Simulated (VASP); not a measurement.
InP:

```xyz
6
Lattice="5.5200 0.0000 0.0000 0.0000 5.5200 0.0000 0.0000 0.0000 5.3341" Properties=species:S:1:pos:R:3 pbc="T T T"
In    2.7600    0.0000    4.3161
In    0.0000    2.7600    4.3161
In    0.0000    0.0000    0.7466
P     0.0000    0.0000    3.0485
P     2.7600    0.0000    1.4395
P     0.0000    2.7600    1.4395
```

| Item | Value |
| --- | --- |
| Program | VASP 6.6.1 |
| Task | relaxation of cell and atoms |
| Functional | PBE |
| Potentials or basis | VASP PAW PBE potentials, release 64 (In_d, P) |
| Cutoff | 600 eV |
| k mesh | 3 × 3 × 3 |
| Occupations | gaussian, width 0.2 eV |
| Spin | no spin polarisation |

At the start: pressure 2.7 GPa; volume 27.09 Å³/atom.

Task: Where does the relaxation end?

Result: Over 23 steps the energy falls by 332.0 meV/atom and the volume is 26.72 Å³/atom (-1.4 %); space group P4mm (No. 99, to 0.05 Å).

Step by step:
```
step  energy change (eV)  largest force (eV/Å)  pressure (GPa)  volume (Å³)
   1              0.0000                3.9243            2.72       162.53
   2             -0.7021                1.2647           -3.67       173.24
   3             -0.7072                1.4185           -3.16       171.87
   4             -1.1162                1.1494           -1.67       161.02
   5             -1.3484                1.1859            2.82       146.24
   6             -1.3558                1.1358            1.69       148.84
   7             -1.5178                0.8170            0.98       151.06
   8             -1.5513                0.6384            0.71       152.44
   9             -1.7146                0.5806           -0.54       157.33
  10             -1.7904                0.5101           -1.21       162.66
  11             -1.7954                0.4673           -1.28       164.17
  12             -1.8438                0.6137            0.83       158.53
  13             -1.8453                0.5717            0.49       159.32
  14             -1.9046                0.3116            0.49       157.99
  15             -1.9188                0.4412            0.66       156.92
  16             -1.9390                0.2600           -0.41       159.99
  17             -1.9397                0.2258           -0.63       160.72
  18             -1.9568                0.1820           -0.56       160.85
  19             -1.9887                0.1385           -0.17       161.18
  20             -1.9888                0.1849           -0.10       161.21
  21             -1.9889                0.1640           -0.13       161.20
  22             -1.9914                0.1125            0.06       160.69
  23             -1.9919                0.0727            0.20       160.32
```

Final structure:
```yaml
crystal:
  lattice:
    - [5.45943, 0.00000, 0.00000]
    - [0.00000, 5.45943, 0.00000]
    - [0.00000, 0.00000, 5.37901]
  atoms:
    - { symbol: In, position: [0.50000, 0.00000, 0.73072] }
    - { symbol: In, position: [0.00000, 0.50000, 0.73072] }
    - { symbol: In, position: [0.00000, 0.00000, 0.22396] }
    - { symbol: P, position: [0.00000, 0.00000, 0.72542] }
    - { symbol: P, position: [0.50000, 0.00000, 0.22936] }
    - { symbol: P, position: [0.00000, 0.50000, 0.22936] }
```

Caveat: the k points lie up to 0.39 Å⁻¹ apart in the final cell; the relaxation stopped at a loose force limit of 0.08 eV/Å, so its end isn't a converged minimum.
